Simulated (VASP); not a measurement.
A run of VASP 6.6.1:

Contents of INCAR:

```
ALGO     = Normal         # electronic algorithm
EDIFF    = 1E-6           # SCF threshold, eV
ENCUT    = 630            # plane-wave cutoff, eV
GGA_COMPAT= False        
ISIF     = 2              # what is computed and relaxed
ISMEAR   = 1              # smearing method
LASPH    = True           # aspherical terms in the spheres
LCHARG   = False          # write CHGCAR
LREAL    = False          # projectors in reciprocal space
LWAVE    = False          # write WAVECAR
NBANDS   = 27             # bands
NELM     = 120            # most SCF steps
PREC     = Accurate       # precision mode
SIGMA    = 0.1            # smearing width, eV
```

The input KPOINTS:

```
k-points
0
Gamma
  13 13 6
```

POSCAR

```
Cd
1.0
    2.8818641727      0.0000000000      0.0000000000
   -1.4409320863      2.4957675838      0.0000000000
    0.0000000000      0.0000000000      5.6383707528
Cd
2
Direct
    0.3333333333      0.6666666667      0.2500000000
    0.6666666667      0.3333333333      0.7500000000
```

Potentials or basis: VASP PAW LDA potentials, release 64 (Cd_sv_GW).

Run with:

```console
$ cat potpaw_LDA.64/Cd_sv_GW/POTCAR > POTCAR
$ mpirun -np 1 vasp_std > vasp.out
```

Hardware: 1 thread of Intel(R) Xeon(R) 6975P-C (Granite Rapids), on a shared host.

Problem. How long does it take, and how much memory?

Solution. Run time: 44 s on 1 thread of Intel(R) Xeon(R) 6975P-C (Granite Rapids) (shared host), peak memory 0.24 GiB. Counts: scf iterations 11, k points 84.
